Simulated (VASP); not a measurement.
# MgZn5O6 in VASP: further runs, part 2 of 2

VASP 6.6.1. Earlier steps stand in the parts before.

**4. Single point, PBE**

This run uses another cell than the first one, of 12.06 Å³/atom.

Input file INCAR:

```
PREC     = Accurate       # precision mode
ENCUT    = 520            # plane-wave cutoff, eV
EDIFF    = 1E-6           # SCF threshold, eV
ISMEAR   = 0              # smearing method
SIGMA    = 0.1            # smearing width, eV
LREAL    = F              # projectors in reciprocal space
LASPH    = T              # aspherical terms in the spheres
NELM     = 100            # most SCF steps
ALGO     = Normal         # electronic algorithm
ISIF     = 2              # what is computed and relaxed
LWAVE    = F              # write WAVECAR
LCHARG   = F              # write CHGCAR
GGA      = PE             # functional
NBANDS   = 61             # bands
```

Input file KPOINTS:

```
Automatic mesh
0
Gamma
  6 6 2
```

Input file POSCAR:

```
MgZn5O6
1.0
    3.2427424400      0.0000000000      0.0000000000
    0.0000000000      3.2427424400      0.0000000000
    0.0000000000      0.0000000000     13.7577910100
Mg Zn O
1 5 6
Direct
    0.0000000000      0.0000000000      0.5000000000
    0.0000000000      0.0000000000      0.8333333300
    0.5000000000      0.5000000000      0.0000000000
    0.0000000000      0.0000000000      0.1666666700
    0.5000000000      0.5000000000      0.3333333300
    0.5000000000      0.5000000000      0.6666666700
    0.5000000000      0.0000000000      0.0833333300
    0.0000000000      0.5000000000      0.2500000000
    0.5000000000      0.0000000000      0.4166666700
    0.0000000000      0.5000000000      0.5833333300
    0.5000000000      0.0000000000      0.7500000000
    0.0000000000      0.5000000000      0.9166666700
```

Potentials or basis: VASP PAW PBE potentials, release 64 (Mg, Zn, O).

Launch:

```sh
cat potpaw_PBE.64/Mg/POTCAR potpaw_PBE.64/Zn/POTCAR potpaw_PBE.64/O/POTCAR > POTCAR
mpirun -np 1 vasp_std > vasp.out
```

OUTCAR:

```text
PREC = Accurate
   ENCUT = 520
   EDIFF = 1E-6
   ISMEAR = 0
   LREAL = F
   LASPH = T
   NELM = 100
   ISIF = 2
   GGA = PE

 ion  position               nearest neighbor table
   1  0.000  0.000  0.500-   9 1.99  10 1.99  10 1.99   9 1.99   5 3.24   6 3.24   5 3.24   5 3.24
                             6 3.24   6 3.24   5 3.24   6 3.24
   2  0.000  0.000  0.833-  11 1.99  11 1.99  12 1.99  12 1.99
   3  0.500  0.500  0.000-   7 1.99  12 1.99   7 1.99  12 1.99
   4  0.000  0.000  0.167-   8 1.99   8 1.99   7 1.99   7 1.99
   5  0.500  0.500  0.333-   8 1.99   8 1.99   9 1.99   9 1.99   1 3.24   1 3.24   1 3.24   1 3.24

   6  0.500  0.500  0.667-  11 1.99  11 1.99  10 1.99  10 1.99   1 3.24   1 3.24   1 3.24   1 3.24

   7  0.500  0.000  0.083-   3 1.99   3 1.99   4 1.99   4 1.99
   8  0.000  0.500  0.250-   4 1.99   5 1.99   4 1.99   5 1.99
   9  0.500  0.000  0.417-   1 1.99   1 1.99   5 1.99   5 1.99
  10  0.000  0.500  0.583-   1 1.99   1 1.99   6 1.99   6 1.99
  11  0.500  0.000  0.750-   2 1.99   6 1.99   6 1.99   2 1.99
  12  0.000  0.500  0.917-   3 1.99   3 1.99   2 1.99   2 1.99

  LATTYP: Found a simple tetragonal cell.
 ALAT       =     3.2427424400
 C/A-ratio  =     4.2426406859

  Lattice vectors:

 A1 = (   3.2427424400,   0.0000000000,   0.0000000000)
 A2 = (   0.0000000000,   3.2427424400,   0.0000000000)
 A3 = (   0.0000000000,   0.0000000000,  13.7577910100)

Analysis of symmetry for initial positions (statically):
=====================================================================
 Subroutine PRICEL returns:
 Original cell was already a primitive cell.

 Routine SETGRP: Setting up the symmetry group for a
 simple tetragonal supercell.

 Subroutine GETGRP returns: Found  8 space group operations
 (whereof  8 operations were pure point group operations)
 out of a pool of 16 trial point group operations.

The static configuration has the point symmetry D_2d.

Analysis of symmetry for dynamics (positions and initial velocities):
=====================================================================
 Subroutine PRICEL returns:
 Original cell was already a primitive cell.

 Routine SETGRP: Setting up the symmetry group for a
 simple tetragonal supercell.

 Subroutine GETGRP returns: Found  8 space group operations
 (whereof  8 operations were pure point group operations)
 out of a pool of 16 trial point group operations.

The dynamic configuration has the point symmetry D_2d.

 Subroutine INISYM returns: Found  8 space group operations
 (whereof  8 operations are pure point group operations),
 and found     1 'primitive' translations

----------------------------------------------------------------------------------------

                                     Primitive cell

  volume of cell :     144.6684

  direct lattice vectors                    reciprocal lattice vectors
     3.242742440  0.000000000  0.000000000     0.308380952  0.000000000  0.000000000
     0.000000000  3.242742440  0.000000000     0.000000000  0.308380952  0.000000000
     0.000000000  0.000000000 13.757791010     0.000000000  0.000000000  0.072686087

[... 79 lines left out ...]
  0.500000  0.500000  0.500000      1.000000
   k-points           NKPTS =     20   k-points in BZ     NKDIM =     20   number of bands    NBANDS=     61
   number of dos      NEDOS =    301   number of ions     NIONS =     12
   total plane-waves  NPLWV =  62208
   dimension x,y,z NGX =    24 NGY =   24 NGZ =  108
   dimension x,y,z NGXF=    48 NGYF=   48 NGZF=  216
   ions per type =               1   5   6
   NGX,Y,Z   is equivalent  to a cutoff of  12.30, 12.30, 13.05 a.u.
   NGXF,Y,Z  is equivalent  to a cutoff of  24.61, 24.61, 26.10 a.u.
 SYSTEM =  unknown system
   PREC   = accura    normal or accurate (medium, high low for compatibility)
   ISTART =      0    job   : 0-new  1-cont  2-samecut
   ICHARG =      2    charge: 1-file 2-atom 10-const
   ISPIN  =      1    spin polarized calculation?
   LNONCOLLINEAR =      F non collinear calculations
   LSORBIT =      F    spin-orbit coupling
   LASPH  =      T    aspherical Exc in radial PAW
   ENCUT  =  520.0 eV  38.22 Ry    6.18 a.u.   6.03  6.03 25.58*2*pi/ulx,y,z
   NELM   =    100;   NELMIN=  2; NELMDL= -5     # of ELM steps
   EDIFF  = 0.1E-05   stopping-criterion for ELM
   LREAL  =      F    real-space projection
   EDIFFG = 0.1E-04   stopping-criterion for IOM
   NSW    =      0    number of steps for IOM
   IBRION =     -1    ionic relax: 0-MD 1-quasi-New 2-CG
   NFREE  =      0    steps in history (QN), initial steepest desc. (CG)
   ISIF   =      2    stress and relaxation
   ISYM   =      2    0-nonsym 1-usesym 2-fastsym
   POTIM  = 0.5000    time-step for ionic-motion
   TEBEG  =    0.0;   TEEND  =   0.0 temperature during run
   PSTRESS=    0.0 pullay stress
   NELECT =      98.0000    total number of electrons
   NUPDOWN=      -1.0000    fix difference up-down
   EMIN   =  10.00;   EMAX   =-10.00  energy-range for DOS
   EFERMI =   0.00;   METHOD = LEGACY
   ISMEAR =     0;   SIGMA  =   0.10  broadening in eV -4-tet -1-fermi 0-gaus
   EFERMI_NEDOS =   21; number of points for ismear=-14 and -15
   IALGO  =     38    algorithm
   IMIX   =      4    mixing-type and parameters
     AMIX     =   0.40;   BMIX     =  1.00
     AMIX_MAG =   1.60;   BMIX_MAG =  1.00
  volume/ion in A,a.u.               =      12.06        81.36
  Fermi-wavevector in a.u.,A,eV,Ry     =   1.437780  2.717009 28.126102  2.067210
  Thomas-Fermi vector in A             =   2.556819
   LORBIT       =      0    0 simple, 1 ext, 2 COOP (PROOUT), +10 PAW based schemes
   GGA     = PE    functional components
   LHFCALC =     F    Hartree Fock is set to
   AEXX    =    0.0000 exact exchange contribution
   IVDW    =     0    specifies the selected vdW correction
   LEPSILON=     F    determine dielectric tensor
   LRPA    =     F    only Hartree local field effects (RPA)
 non-spin polarized calculation
 Gauss-broadening in eV      SIGMA  =   0.10
  energy-cutoff  :      520.00
  volume of cell :      144.67
 maximum number of plane-waves:      3954
   NGX = 13   NGY = 13   NGZ = 51

 number of electron      97.9999994 magnetization

 Free energy of the ion-electron system (eV)
  ---------------------------------------------------
  ext. energy  EPLUGINS =         0.00000000
  ---------------------------------------------------
  free energy    TOTEN  =       -56.28584089 eV

  energy without entropy =      -56.28584089  energy(sigma->0) =      -56.28584089

 E-fermi :   1.6040     XC(G=0): -10.6510

 val. band max:        1.1737855523   @ k =   0.0000   0.0000   0.0000
 cond. band min:       2.1356274565   @ k =   0.0000   0.0000   0.0000
 fundamental gap:      0.9618419043
 Fermi energy:         1.6040370253

 k-point     1 :       0.0000    0.0000    0.0000
  band No.  band energies     occupation
      1     -16.6550      2.00000
      2     -16.4640      2.00000
      3     -16.3183      2.00000
      4     -15.9644      2.00000
      5     -15.9453      2.00000
      6     -15.6564      2.00000
[... 1269 lines left out ...]
     60      10.0868      0.00000
     61      11.5578      0.00000

------------------------ aborting loop because EDIFF is reached ----------------------------------------

  FORCE on cell =-STRESS in cart. coord.  units (eV):
  Direction    XX          YY          ZZ          XY          YZ          ZX
  --------------------------------------------------------------------------------------
  -------------------------------------------------------------------------------------
  Total        3.0835247      3.0835247      2.7702946      0.0000000      0.0000000     -0.0000000
  in kB       34.1495041     34.1495041     30.6805345      0.0000000      0.0000000     -0.0000000
  external PRESSURE =      32.9931809 kB  Pullay stress =       0.0000000 kB

 VOLUME and BASIS-vectors are now :
 -----------------------------------------------------------------------------
  energy-cutoff  :      520.00
  volume of cell :      144.67
      direct lattice vectors                 reciprocal lattice vectors
     3.242742440  0.000000000  0.000000000     0.308380952  0.000000000  0.000000000
     0.000000000  3.242742440  0.000000000     0.000000000  0.308380952  0.000000000
     0.000000000  0.000000000 13.757791010     0.000000000  0.000000000  0.072686087

 POSITION                                       TOTAL-FORCE (eV/Angst)
 -----------------------------------------------------------------------------------
      0.00000      0.00000      6.87890        -0.000000     -0.000000     -0.000000
      0.00000      0.00000     11.46483         0.000000      0.000000     -0.002312
      1.62137      1.62137      0.00000        -0.000000      0.000000     -0.000000
      0.00000      0.00000      2.29297        -0.000000     -0.000000      0.002312
      1.62137      1.62137      4.58593        -0.000000     -0.000000     -0.023825
      1.62137      1.62137      9.17186        -0.000000     -0.000000      0.023825
      1.62137      0.00000      1.14648         0.000000     -0.000000      0.000725
      0.00000      1.62137      3.43945        -0.000000     -0.000000     -0.019973
      1.62137      0.00000      5.73241        -0.000000     -0.000000      0.367852
      0.00000      1.62137      8.02538        -0.000000     -0.000000     -0.367852
      1.62137      0.00000     10.31834         0.000000     -0.000000      0.019973
      0.00000      1.62137     12.61131        -0.000000     -0.000000     -0.000725
 -----------------------------------------------------------------------------------
    total drift:                                0.000000     -0.000000      0.000000

  FREE ENERGIE OF THE ION-ELECTRON SYSTEM (eV)
  ---------------------------------------------------
  free  energy   TOTEN  =       -56.2858408916 eV

  energy  without entropy=      -56.2858408916  energy(sigma->0) =      -56.28584089
```

Wall time 2.4 min (1 thread of Intel Xeon Platinum 8488C (Sapphire Rapids), shared host); peak memory 0.3 GiB.

What came out:

| Item | Value |
| --- | --- |
| Free energy | -56.2858 eV |
| Pressure | 3.3 GPa |
| Largest force | 0.368 eV/Å |
| Band gap on the k mesh | 0.96 eV |

Forces in eV/Å, atoms in the order of the input:
```
Mg   0.000  0.000  0.000
Zn   0.000  0.000 -0.002
Zn   0.000  0.000  0.000
Zn   0.000  0.000  0.002
Zn   0.000  0.000 -0.024
Zn   0.000  0.000  0.024
O    0.000  0.000  0.001
O    0.000  0.000 -0.020
O    0.000  0.000  0.368
O    0.000  0.000 -0.368
O    0.000  0.000  0.020
O    0.000  0.000 -0.001
```

Levels at points of the mesh, in eV from the valence-band top:
| k point | band 46 | band 47 | band 48 | band 49 | band 50 | band 51 | band 52 | band 53 |
| --- | --- | --- | --- | --- | --- | --- | --- | --- |
| (0.00, 0.00, 0.00) | -0.36 | -0.06 | 0.00 | 0.00 | 0.96 | 2.77 | 3.01 | 4.85 |
| (0.50, 0.00, 0.00) | -0.70 | -0.69 | -0.69 | -0.69 | 5.61 | 5.63 | 5.65 | 5.78 |
| (0.50, 0.50, 0.00) | -2.09 | -2.03 | -2.00 | -2.00 | 5.25 | 5.25 | 6.42 | 6.42 |
| (0.00, 0.00, 0.50) | -0.29 | -0.29 | -0.02 | -0.02 | 1.54 | 1.86 | 3.97 | 4.13 |
| (0.50, 0.00, 0.50) | -0.70 | -0.69 | -0.69 | -0.69 | 5.52 | 5.61 | 5.79 | 5.80 |
| (0.50, 0.50, 0.50) | -2.06 | -2.05 | -2.02 | -1.99 | 5.51 | 5.51 | 5.77 | 5.77 |

Caveat: the cell stands under pressure.

**5. The runs side by side**

```csv
cell,k mesh,gap on the mesh (eV),pressure (GPa),largest force (eV/Å)
"a = 3.271, b = 3.271, c = 13.785 Å, 12 atoms, atomic positions A",4 × 4 × 1,0.94,0.6,0.09
"a = 3.279, b = 3.278, c = 13.721 Å, 12 atoms, atomic positions B",4 × 4 × 1,0.94,0.6,0.08
"a = 3.243, b = 3.243, c = 13.758 Å, 12 atoms, atomic positions C",6 × 6 × 2,0.96,3.3,0.37
```

Alike in all rows: task single point; level PBE; potentials or basis VASP PAW PBE potentials, release 64 (Mg, Zn, O); no spin polarisation; cutoff (eV) 520; smearing gaussian 0.1 eV.

Caveats: some runs use coarse meshes; the cell stands under pressure (at least some runs).

Absolute energies hang on the potentials; compare differences alone.
